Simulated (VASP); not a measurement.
# BeTe (F-43m) in VASP: notebook

The runs below take BeTe through single point, with LDA.

All numbers are computed with VASP 6.6.1; they aren't measurements. Logs are shortened: lines on timing, memory, paths and dates and some standing lists are left out, and cuts for length are marked.

## 1. The cell of the first run

The structure is cubic, space group F-43m (No. 216). The conventional cell has a = 5.613 Å, b = 5.613 Å, c = 5.613 Å, α = 90.00°, β = 90.00°, γ = 90.00°. Within 3.2 Å of Te (site symmetry -43m) lie 4 Be at 2.43 Å. Within 3.2 Å of Be (site symmetry -43m) lie 4 Te at 2.43 Å.

## 2. Single point, LDA

File INCAR:

```
PREC     = Accurate       # precision mode
ENCUT    = 520            # plane-wave cutoff, eV
EDIFF    = 1E-6           # SCF threshold, eV
ISMEAR   = -1             # smearing method
SIGMA    = 0.05           # smearing width, eV
LREAL    = False          # projectors in reciprocal space
LASPH    = True           # aspherical terms in the spheres
NELM     = 100            # most SCF steps
ALGO     = Normal         # electronic algorithm
ISIF     = 2              # what is computed and relaxed
LWAVE    = False          # write WAVECAR
LCHARG   = False          # write CHGCAR
NBANDS   = 11             # bands
```

File KPOINTS:

```
regular mesh
0
Gamma
  8 8 8
```

File POSCAR:

```
BeTe
1.0
    0.0000000000      2.8064515486      2.8064515486
    2.8064515486      0.0000000000      2.8064515486
    2.8064515486      2.8064515486      0.0000000000
Te Be
1 1
Direct
    0.7500000000      0.7500000000      0.7500000000
    0.0000000000      0.0000000000      0.0000000000
```

Potentials or basis: VASP PAW LDA potentials, release 64 (Te, Be).

On the command line:

```bash
cat potpaw_LDA.64/Te/POTCAR potpaw_LDA.64/Be/POTCAR > POTCAR
mpirun -np 1 vasp_std > vasp.out
```

OUTCAR:

```text
PREC = Accurate
   ENCUT = 520
   EDIFF = 1E-6
   ISMEAR = -1
   LREAL = False
   LASPH = True
   NELM = 100
   ISIF = 2

 ion  position               nearest neighbor table
   1  0.750  0.750  0.750-   2 2.43   2 2.43   2 2.43   2 2.43
   2  0.000  0.000  0.000-   1 2.43   1 2.43   1 2.43   1 2.43

  LATTYP: Found a face centered cubic cell.
 ALAT       =     5.6129030972

  Lattice vectors:

 A1 = (   0.0000000000,   2.8064515486,   2.8064515486)
 A2 = (   2.8064515486,   0.0000000000,   2.8064515486)
 A3 = (   2.8064515486,   2.8064515486,   0.0000000000)

Analysis of symmetry for initial positions (statically):
=====================================================================
 Subroutine PRICEL returns:
 Original cell was already a primitive cell.

 Routine SETGRP: Setting up the symmetry group for a
 face centered cubic supercell.

 Subroutine GETGRP returns: Found 24 space group operations
 (whereof 24 operations were pure point group operations)
 out of a pool of 48 trial point group operations.

The static configuration has the point symmetry T_d .

Analysis of symmetry for dynamics (positions and initial velocities):
=====================================================================
 Subroutine PRICEL returns:
 Original cell was already a primitive cell.

 Routine SETGRP: Setting up the symmetry group for a
 face centered cubic supercell.

 Subroutine GETGRP returns: Found 24 space group operations
 (whereof 24 operations were pure point group operations)
 out of a pool of 48 trial point group operations.

The dynamic configuration has the point symmetry T_d .

 Subroutine INISYM returns: Found 24 space group operations
 (whereof 24 operations are pure point group operations),
 and found     1 'primitive' translations

----------------------------------------------------------------------------------------

                                     Primitive cell

  volume of cell :      44.2082

  direct lattice vectors                    reciprocal lattice vectors
     0.000000000  2.806451549  2.806451549    -0.178160924  0.178160924  0.178160924
     2.806451549  0.000000000  2.806451549     0.178160924 -0.178160924  0.178160924
     2.806451549  2.806451549  0.000000000     0.178160924  0.178160924 -0.178160924

  length of vectors
     3.968921842  3.968921842  3.968921842     0.308583772  0.308583772  0.308583772

  position of ions in fractional coordinates (direct lattice)
     0.750000000  0.750000000  0.750000000
     0.000000000  0.000000000  0.000000000

  ion indices of the primitive-cell ions
   primitive index   ion index
                 1           1
                 2           2

----------------------------------------------------------------------------------------

 KPOINTS: regular mesh

Automatic generation of k-mesh.
 Grid dimensions read from file:
 generate k-points for:    8    8    8

 Generating k-lattice:

  Cartesian coordinates                     Fractional coordinates (reciprocal lattice)
    -0.022270115  0.022270115  0.022270115     0.125000000  0.000000000  0.000000000
     0.022270115 -0.022270115  0.022270115     0.000000000  0.125000000  0.000000000
     0.022270115  0.022270115 -0.022270115     0.000000000  0.000000000  0.125000000

  Length of vectors
     0.038572971  0.038572971  0.038572971

  Shift w.r.t. Gamma in fractional coordinates (k-lattice)
     0.000000000  0.000000000  0.000000000

 Subroutine IBZKPT returns following result:
 ===========================================

 Found     29 irreducible k-points:

 Following reciprocal coordinates:
            Coordinates               Weight
  0.000000  0.000000  0.000000      1.000000
  0.125000  0.000000  0.000000      8.000000
  0.250000  0.000000  0.000000      8.000000
  0.375000  0.000000  0.000000      8.000000
  0.500000  0.000000  0.000000      4.000000
  0.125000  0.125000  0.000000      6.000000
[... 16 lines left out ...]
  0.500000  0.250000  0.125000     48.000000
 -0.375000  0.250000  0.125000     24.000000
 [... further k-points ...]
   k-points           NKPTS =     29   k-points in BZ     NKDIM =     29   number of bands    NBANDS=     11
   number of dos      NEDOS =    301   number of ions     NIONS =      2
   total plane-waves  NPLWV =  27000
   dimension x,y,z NGX =    30 NGY =   30 NGZ =   30
   dimension x,y,z NGXF=    60 NGYF=   60 NGZF=   60
   ions per type =               1   1
   NGX,Y,Z   is equivalent  to a cutoff of  12.57, 12.57, 12.57 a.u.
   NGXF,Y,Z  is equivalent  to a cutoff of  25.13, 25.13, 25.13 a.u.
 SYSTEM =  unknown system
   PREC   = accura    normal or accurate (medium, high low for compatibility)
   ISTART =      0    job   : 0-new  1-cont  2-samecut
   ICHARG =      2    charge: 1-file 2-atom 10-const
   ISPIN  =      1    spin polarized calculation?
   LNONCOLLINEAR =      F non collinear calculations
   LSORBIT =      F    spin-orbit coupling
   LASPH  =      T    aspherical Exc in radial PAW
   ENCUT  =  520.0 eV  38.22 Ry    6.18 a.u.   7.38  7.38  7.38*2*pi/ulx,y,z
   NELM   =    100;   NELMIN=  2; NELMDL= -5     # of ELM steps
   EDIFF  = 0.1E-05   stopping-criterion for ELM
   LREAL  =      F    real-space projection
   EDIFFG = 0.1E-04   stopping-criterion for IOM
   NSW    =      0    number of steps for IOM
   IBRION =     -1    ionic relax: 0-MD 1-quasi-New 2-CG
   NFREE  =      0    steps in history (QN), initial steepest desc. (CG)
   ISIF   =      2    stress and relaxation
   ISYM   =      2    0-nonsym 1-usesym 2-fastsym
   POTIM  = 0.5000    time-step for ionic-motion
   TEBEG  =    0.0;   TEEND  =   0.0 temperature during run
   PSTRESS=    0.0 pullay stress
   NELECT =       8.0000    total number of electrons
   NUPDOWN=      -1.0000    fix difference up-down
   EMIN   =  10.00;   EMAX   =-10.00  energy-range for DOS
   EFERMI =   0.00;   METHOD = LEGACY
   ISMEAR =    -1;   SIGMA  =   0.05  broadening in eV -4-tet -1-fermi 0-gaus
   EFERMI_NEDOS =   21; number of points for ismear=-14 and -15
   IALGO  =     38    algorithm
   IMIX   =      4    mixing-type and parameters
     AMIX     =   0.40;   BMIX     =  1.00
     AMIX_MAG =   1.60;   BMIX_MAG =  1.00
  volume/ion in A,a.u.               =      22.10       149.17
  Fermi-wavevector in a.u.,A,eV,Ry     =   0.925985  1.749858 11.666291  0.857448
  Thomas-Fermi vector in A             =   2.051898
   LORBIT       =      0    0 simple, 1 ext, 2 COOP (PROOUT), +10 PAW based schemes
   GGA     = CA    functional components
   LHFCALC =     F    Hartree Fock is set to
   AEXX    =    0.0000 exact exchange contribution
   IVDW    =     0    specifies the selected vdW correction
   LEPSILON=     F    determine dielectric tensor
   LRPA    =     F    only Hartree local field effects (RPA)
 non-spin polarized calculation
  energy-cutoff  :      520.00
  volume of cell :       44.21
 maximum number of plane-waves:      1243
 NGX is ok and might be reduce to    30
   NGX = 15   NGY = 15   NGZ = 15

 number of electron       8.0000000 magnetization

 Free energy of the ion-electron system (eV)
  ---------------------------------------------------
  ext. energy  EPLUGINS =         0.00000000
  ---------------------------------------------------
  free energy    TOTEN  =        -8.72050559 eV

  energy without entropy =       -8.72050559  energy(sigma->0) =       -8.72050559

 E-fermi :   5.9686     XC(G=0):  -9.3094

 val. band max:        5.0567646190   @ k =   0.0000   0.0000   0.0000
 cond. band min:       6.9025301369   @ k =   0.5000   0.5000   0.0000
 fundamental gap:      1.8457655178
 Fermi energy:         5.9685800809

 k-point     1 :       0.0000    0.0000    0.0000
  band No.  band energies     occupation
      1      -7.3288      2.00000
      2       5.0568      2.00000
      3       5.0568      2.00000
      4       5.0568      2.00000
      5       8.6332      0.00000
      6       8.6332      0.00000
      7       8.6332      0.00000
      8       8.8546      0.00000
      9      13.2457      0.00000
     10      15.3152      0.00000
     11      15.3152      0.00000

 k-point     2 :       0.1250    0.0000    0.0000
  band No.  band energies     occupation
      1      -7.1799      2.00000
      2       3.7252      2.00000
      3       4.8175      2.00000
      4       4.8175      2.00000
      5       8.5614      0.00000
      6       8.9794      0.00000
      7       8.9794      0.00000
      8      10.1580      0.00000
      9      13.6521      0.00000
     10      14.3396      0.00000
     11      14.3396      0.00000

 k-point     3 :       0.2500    0.0000    0.0000
  band No.  band energies     occupation
      1      -6.7690      2.00000
      2       1.7007      2.00000
      3       4.3730      2.00000
      4       4.3730      2.00000
      5       8.3543      0.00000
      6       9.5097      0.00000
      7       9.5097      0.00000
      8      12.0411      0.00000
      9      13.9699      0.00000
     10      14.0565      0.00000
     11      14.0565      0.00000

 k-point     4 :       0.3750    0.0000    0.0000
  band No.  band energies     occupation
      1      -6.2453      2.00000
      2       0.1017      2.00000
      3       4.0322      2.00000
      4       4.0322      2.00000
      5       8.1922      0.00000
      6       9.6389      0.00000
      7       9.6389      0.00000
      8      12.7515      0.00000
      9      14.7389      0.00000
     10      15.0976      0.00000
     11      15.0976      0.00000
[... 239 lines left out ...]
 k-point    22 :       0.3750    0.2500    0.1250
  band No.  band energies     occupation
      1      -6.4295      2.00000
      2       1.4563      2.00000
      3       2.7752      2.00000
      4       3.8128      2.00000
      5       8.5898      0.00000
      6       9.9193      0.00000
      7      10.3606      0.00000
      8      11.3152      0.00000
      9      14.0899      0.00000
     10      15.4911      0.00000
     11      16.1347      0.00000

 k-point    23 :       0.5000    0.2500    0.1250
  band No.  band energies     occupation
      1      -5.9647      2.00000
      2       0.3925      2.00000
      3       2.2369      2.00000
      4       3.3481      2.00000
      5       9.0337      0.00000
      6       9.7128      0.00000
      7      10.9292      0.00000
      8      11.9420      0.00000
      9      14.8212      0.00000
     10      15.3179      0.00000
     11      17.2136      0.00000

 k-point    24 :      -0.3750    0.2500    0.1250
  band No.  band energies     occupation
      1      -5.7302      2.00000
      2      -0.1074      2.00000
      3       2.1294      2.00000
      4       3.1203      2.00000
      5       9.1847      0.00000
      6       9.4215      0.00000
      7      11.7050      0.00000
      8      12.7580      0.00000
      9      13.4695      0.00000
     10      16.5433      0.00000
     11      16.8710      0.00000

 [... further k-points ...]

------------------------ aborting loop because EDIFF is reached ----------------------------------------

  FORCE on cell =-STRESS in cart. coord.  units (eV):
  Direction    XX          YY          ZZ          XY          YZ          ZX
  --------------------------------------------------------------------------------------
  -------------------------------------------------------------------------------------
  Total       -0.4499364     -0.4499364     -0.4499364     -0.0000000     -0.0000000     -0.0000000
  in kB      -16.3064364    -16.3064364    -16.3064364     -0.0000000     -0.0000000     -0.0000000
  external PRESSURE =     -16.3064364 kB  Pullay stress =       0.0000000 kB

 VOLUME and BASIS-vectors are now :
 -----------------------------------------------------------------------------
  energy-cutoff  :      520.00
  volume of cell :       44.21
      direct lattice vectors                 reciprocal lattice vectors
     0.000000000  2.806451549  2.806451549    -0.178160924  0.178160924  0.178160924
     2.806451549  0.000000000  2.806451549     0.178160924 -0.178160924  0.178160924
     2.806451549  2.806451549  0.000000000     0.178160924  0.178160924 -0.178160924

 POSITION                                       TOTAL-FORCE (eV/Angst)
 -----------------------------------------------------------------------------------
      4.20968      4.20968      4.20968        -0.000000     -0.000000     -0.000000
      0.00000      0.00000      0.00000         0.000000      0.000000      0.000000
 -----------------------------------------------------------------------------------
    total drift:                               -0.000000     -0.000000     -0.000000

  FREE ENERGIE OF THE ION-ELECTRON SYSTEM (eV)
  ---------------------------------------------------
  free  energy   TOTEN  =        -8.7205055906 eV

  energy  without entropy=       -8.7205055904  energy(sigma->0) =       -8.72050559
```

Run time: 19 s. Hardware: 1 thread of AMD EPYC 7R13, shared host; peak memory 0.12 GiB.

Results:

```yaml
Free_energy: -8.7205 eV
Pressure: -1.6 GPa
Band_gap_on_the_k_mesh: 1.85 eV, indirect (least direct gap 3.58 eV)
```

Levels at points of the mesh, in eV from the valence-band top:
| k point | band 2 | band 3 | band 4 | band 5 | band 6 | band 7 |
| --- | --- | --- | --- | --- | --- | --- |
| (0.00, 0.00, 0.00) | 0.00 | 0.00 | 0.00 | 3.58 | 3.58 | 3.58 |
| (0.50, 0.00, 0.00) | -5.60 | -1.15 | -1.15 | 3.08 | 4.55 | 4.55 |
| (0.50, 0.50, 0.00) | -5.13 | -2.68 | -2.68 | 1.85 | 2.63 | 9.66 |

Caveat: spin-orbit coupling is left out, which moves the levels of the heavy elements. As with any semilocal functional, this LDA gap is likely too small.

[end of part 1 of 2]
